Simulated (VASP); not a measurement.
Set up this calculation in VASP 6.6.1, as the native input.

```
Task                   : single point
Functional             : r2SCAN
Potentials or basis    : VASP PAW PBE potentials, release 64 (Li_sv, Se)
Cutoff                 : 830 eV
k mesh                 : 8 × 8 × 8
Occupations            : gaussian, width 0.05 eV
Spin                   : no spin polarisation
Dipole correction      : no
Further INCAR settings : ALGO = Normal; EDIFF = 1e-06; NBANDS = 13
```

Li2Se:

```
CELL_PARAMETERS angstrom
0.00000 2.99849 2.99849
2.99849 0.00000 2.99849
2.99849 2.99849 0.00000
ATOMIC_POSITIONS crystal
Li 0.25000 0.25000 0.25000
Li 0.75000 0.75000 0.75000
Se 0.00000 0.00000 0.00000
```

The input as run:

POSCAR

```
Li2Se
1.0
    0.0000000000      2.9984910856      2.9984910856
    2.9984910856      0.0000000000      2.9984910856
    2.9984910856      2.9984910856      0.0000000000
Li Se
2 1
Direct
    0.2500000000      0.2500000000      0.2500000000
    0.7500000000      0.7500000000      0.7500000000
    0.0000000000      0.0000000000      0.0000000000
```

INCAR.step1

```
SYSTEM = Li2Se
PREC = Accurate ; ENCUT = 830
ISMEAR = 0 ; SIGMA = 0.05
LREAL = .FALSE. ; LASPH = .TRUE.
NELM = 120 ; NBANDS = 13
GGA = PE ; ALGO = Normal
EDIFF = 1E-5 ; LWAVE = .TRUE.
LCHARG = .FALSE. ; GGA_COMPAT = .FALSE.
```

INCAR.step2

```
SYSTEM = Li2Se
PREC = Accurate ; ENCUT = 830
EDIFF = 1E-6 ; ISMEAR = 0
SIGMA = 0.05 ; LREAL = .FALSE.
LASPH = .TRUE. ; NELM = 120
ALGO = Normal ; ISIF = 2
LWAVE = .FALSE. ; LCHARG = .TRUE.
METAGGA = R2SCAN ; LMIXTAU = .TRUE.
LELF = .TRUE. ; LVHAR = .TRUE.
NBANDS = 13 ; ISTART = 1
GGA_COMPAT = .FALSE.
```

KPOINTS

```
regular mesh
0
G
  8 8 8
  0 0 0
```

Potentials or basis: VASP PAW PBE potentials, release 64 (Li_sv, Se).

The run is started by

```bash
$ cat potpaw_PBE.64/Li_sv/POTCAR potpaw_PBE.64/Se/POTCAR > POTCAR
$ cp INCAR.step1 INCAR
$ mpirun -np 1 vasp_std > vasp.out
$ cp INCAR.step2 INCAR
$ mpirun -np 1 vasp_std > vasp.out
```

Results of the run:

```
Pressure               : -0.3 GPa
Band gap on the k mesh : 3.46 eV (least direct gap 4.15 eV)
```

Caveat: the PAW data sets were made with another functional, which shifts forces and pressure a little.

It took 2.3 min on 1 thread of Intel(R) Xeon(R) Platinum 8488C (Sapphire Rapids), on a shared host, peak memory 0.27 GiB.
